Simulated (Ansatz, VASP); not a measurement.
**Two plane-wave programs on Zn**

The input POSCAR:

```
Zn
1.0
   -1.5690370000      1.5690370000      1.5690370000
    1.5690370000     -1.5690370000      1.5690370000
    1.5690370000      1.5690370000     -1.5690370000
Zn
1
Direct
    0.0000000000      0.0000000000      0.0000000000
```

The input INCAR.step1:

```
PREC = Accurate
ENCUT = 550
ISMEAR = 0
SIGMA = 0.1
LREAL = False
LASPH = True
NELM = 120
NBANDS = 12
GGA = PE
ALGO = Normal
EDIFF = 1E-5
LWAVE = True
LCHARG = False
GGA_COMPAT = False
```

File INCAR.step2:

```
PREC = Accurate
ENCUT = 550
EDIFF = 1E-6
ISMEAR = 0
SIGMA = 0.1
LREAL = False
LASPH = True
NELM = 120
ALGO = Normal
ISIF = 2
LWAVE = False
LCHARG = False
METAGGA = R2SCAN
LMIXTAU = True
NBANDS = 12
ISTART = 1
GGA_COMPAT = False
```

The input KPOINTS:

```
regular mesh
0
Gamma
  8 8 8
```

Input for Ansatz:

```yaml
crystal:
  lattice:
    - [-1.569037, 1.569037, 1.569037]
    - [1.569037, -1.569037, 1.569037]
    - [1.569037, 1.569037, -1.569037]
  atoms:
    - { symbol: Zn, position: [0.0, 0.0, 0.0] }
basis:
  ecutwfc: 500
kpoints:
  mp_grid: { grid: [8, 8, 8] }
hamiltonian:
  xc: r2scan
scf:
  occupations: { method: gaussian, width: 0.1 }
output:
  forces: true
  stress: true
  eigenvalues: true
```

Alike in both runs: task single point; functional r2SCAN; k mesh 8 × 8 × 8; occupations gaussian, width 0.1 eV; no spin polarisation.

```csv
,VASP,Ansatz
version,VASP 6.6.1,Ansatz 0.2.0
potentials or method,"VASP PAW PBE potentials, release 64 (Zn), cutoff 550 eV","scalar-relativistic, plane waves, PAW"
valence electrons in the cell,12,12
```

Ansatz gave:

```
gap on the k mesh at the Fermi level (eV) : none
pressure (GPa)                            : -5.9
```

Q: What did VASP give for the same quantities?

A: gap on the k mesh at the Fermi level (eV): none; pressure (GPa): -5.5.

VASP's potentials were made for PBE, not for r2SCAN. A gap of «none» marks a metal or a gap that the smearing closes.
